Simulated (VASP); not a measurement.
Here is a VASP 6.6.1 calculation.

File INCAR:

```
SYSTEM = CuGe2
PREC = Accurate ; ENCUT = 520
EDIFF = 1E-7 ; ISMEAR = 0
SIGMA = 0.1 ; LREAL = .FALSE.
LASPH = .TRUE. ; NELM = 80
ALGO = Normal ; ISIF = 2
LWAVE = .FALSE. ; LCHARG = .TRUE.
GGA = PE ; LELF = .TRUE.
LVHAR = .TRUE. ; NBANDS = 26
```

File KPOINTS:

```
regular mesh
0
G
  10 10 10
  0 0 0
```

The input POSCAR:

```
CuGe2
1.0
   -1.4342902934      1.4342902934      6.1487042410
    1.4342902934     -1.4342902934      6.1487042410
    1.4342902934      1.4342902934     -6.1487042410
Cu Ge
1 2
Direct
    0.0000000000      0.0000000000      0.0000000000
    0.3577940485      0.3577940485      0.0000000000
    0.6422059515      0.6422059515      0.0000000000
```

Potentials or basis: VASP PAW PBE potentials, release 64 (Cu, Ge_d).

Launch:

```bash
$ cat potpaw_PBE.64/Cu/POTCAR potpaw_PBE.64/Ge_d/POTCAR > POTCAR
$ mpirun -np 1 vasp_std > vasp.out
```

What does it give for the pressure?

0.3 GPa.

Estimate the band gap on the k mesh.

zero (an odd number of electrons rules out a gap without spin polarisation).

Stress tensor (GPa, compression positive):
```
0.16 0.00 0.00
0.00 0.16 0.00
0.00 0.00 0.69
```

Caveat: an odd number of electrons without spin polarisation forces a metal; a magnetic or distorted state may lie lower.
